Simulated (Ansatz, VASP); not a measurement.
# BP in VASP and in Ansatz

```
P B
1.0
     0.00000    2.22268    2.22268
     2.22268    0.00000    2.22268
     2.22268    2.22268    0.00000
P B
1 1
Direct
  0.75000 0.75000 0.75000
  0.00000 0.00000 0.00000
```

Alike in both runs: task single point; functional BHLYP; k mesh 5 × 5 × 5; occupations fermi-dirac, width 0.05 eV; no spin polarisation.

|  | VASP | Ansatz |
| --- | --- | --- |
| version | VASP 6.6.1 | Ansatz 0.2.0 |
| potentials or method | VASP PAW PBE potentials, release 64 (P, B_h) | Ansatz PAW |
| plane-wave cutoff (eV) | 1000 | 420 |
| valence electrons in the cell | 8 | 8 |

```csv
,VASP,Ansatz,Ansatz less VASP
gap on the k mesh at the Fermi level (eV),4.61,4.51,-0.101
least direct gap on the mesh (eV),7.25,7.14,-0.114
```

VASP's potentials were made for PBE, not for BHLYP.

The k mesh is coarse, so the values compare programs but aren't converged. Noted on Ansatz's run: odd divisions of the mesh miss points on the zone boundary, where band edges often lie, so the gap on the mesh can be too wide.
